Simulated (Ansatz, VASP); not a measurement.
## One calculation of InAs, two programs

```
In As
1.0
     0.00000    3.14496    3.14496
     3.14496    0.00000    3.14496
     3.14496    3.14496    0.00000
In As
1 1
Direct
  0.00000 0.00000 0.00000
  0.75000 0.75000 0.75000
```

Change from the starting cell: strain +0.040 along x and y, +0.040 along z, atoms carried along.

Alike in both runs: task single point; functional PBE; k mesh 14 × 14 × 14; occupations gaussian, width 0.15 eV; no spin polarisation.

|  | VASP | Ansatz |
| --- | --- | --- |
| version | VASP 6.6.1 | Ansatz 0.2.0 |
| potentials or method | VASP PAW PBE potentials, release 64 (In_d, As), cutoff 520 eV | scalar-relativistic, plane waves, PAW |
| valence electrons in the cell | 18 | 28 |

|  | VASP | Ansatz | Ansatz less VASP |
| --- | --- | --- | --- |
| gap on the k mesh at the Fermi level (eV) | none | none | - |
| pressure (GPa) | -2.1 | -2.1 | -0.03 |

A gap of «none» marks a metal or a gap that the smearing closes. The functional is the same, so the differences come from potentials, cutoffs and numerics. VASP's potentials hold 18 valence electrons a cell and Ansatz's 28, so a difference there can come from the potentials and not from the codes.
